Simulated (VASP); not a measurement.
Here is a VASP 6.6.1 calculation.

The input INCAR:

```
SYSTEM = CsPbCl3
PREC = Accurate
ENCUT = 520
EDIFF = 1E-6
ISMEAR = 0
SIGMA = 0.01
LREAL = .FALSE.
LASPH = .TRUE.
NELM = 80
ALGO = Normal
ISIF = 2
LWAVE = .FALSE.
LCHARG = .FALSE.
GGA = PE
NBANDS = 30
```

Contents of KPOINTS:

```
Automatic mesh
0
G
  4 4 4
  0 0 0
```

Contents of POSCAR:

```
CsPbCl3
1.0
    3.9765160531      2.2958426137      3.2464188399
   -3.9765160531      2.2958426137      3.2464188399
    0.0000000000     -4.5916852274      3.2464188399
Cs Pb Cl
1 1 3
Direct
    0.5000000000      0.5000000000      0.5000000000
    0.0000000000      0.0000000000      0.0000000000
    0.5000000000      0.0000606403      0.9999393597
    0.0000606403      0.9999393597      0.5000000000
    0.9999393597      0.5000000000      0.0000606403
```

Potentials or basis: VASP PAW PBE potentials, release 64 (Cs_sv, Pb_d, Cl).

Command:

```bash
$ cat potpaw_PBE.64/Cs_sv/POTCAR potpaw_PBE.64/Pb_d/POTCAR potpaw_PBE.64/Cl/POTCAR > POTCAR
$ mpirun -np 1 vasp_std > vasp.out
```

Estimate the pressure.

1.5 GPa.

Estimate the band gap on the k mesh.

1.98 eV.

Caveat: spin-orbit coupling is left out, which moves the levels of the heavy elements. A k mesh can miss the band edges.
